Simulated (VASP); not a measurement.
A run of VASP 6.6.1 is set up as follows.

File INCAR:

```
SYSTEM = RbGe2
PREC = Accurate
ENCUT = 520
EDIFF = 1E-6
ISMEAR = 0
SIGMA = 0.1
LREAL = .False.
LASPH = .True.
NELM = 60
ALGO = Normal
ISIF = 2
LWAVE = .False.
LCHARG = .False.
GGA = PE
NBANDS = 46
```

Contents of KPOINTS:

```
Automatic mesh
0
Gamma
  6 6 6
  0 0 0
```

The input POSCAR:

```
RbGe2
1.0
   -2.4675287140      2.4675287140      7.5541393804
    2.4675287140     -2.4675287140      7.5541393804
    2.4675287140      2.4675287140     -7.5541393804
Rb Ge
2 4
Direct
    0.0000000000      0.0000000000      0.0000000000
    0.7500000000      0.2500000000      0.5000000000
    0.4155682333      0.4155682333      0.0000000000
    0.1655682333      0.6655682333      0.5000000000
    0.3344317667      0.8344317667      0.5000000000
    0.5844317667      0.5844317667      0.0000000000
```

Potentials or basis: VASP PAW PBE potentials, release 64 (Rb_sv, Ge_d).

Run with:

```console
$ cat potpaw_PBE.64/Rb_sv/POTCAR potpaw_PBE.64/Ge_d/POTCAR > POTCAR
$ mpirun -np 1 vasp_std > vasp.out
```

**Question.** What does it give for the band gap on the k mesh?

**Answer.** Zero (band 37 reaches 2.56 eV, above the bottom of band 38 at 1.78 eV).

**Question.** Predict the pressure.

**Answer.** 0.1 GPa.

Stress tensor (GPa, compression positive):
```
 0.24  0.00  0.00
 0.00  0.24  0.00
 0.00  0.00 -0.06
```
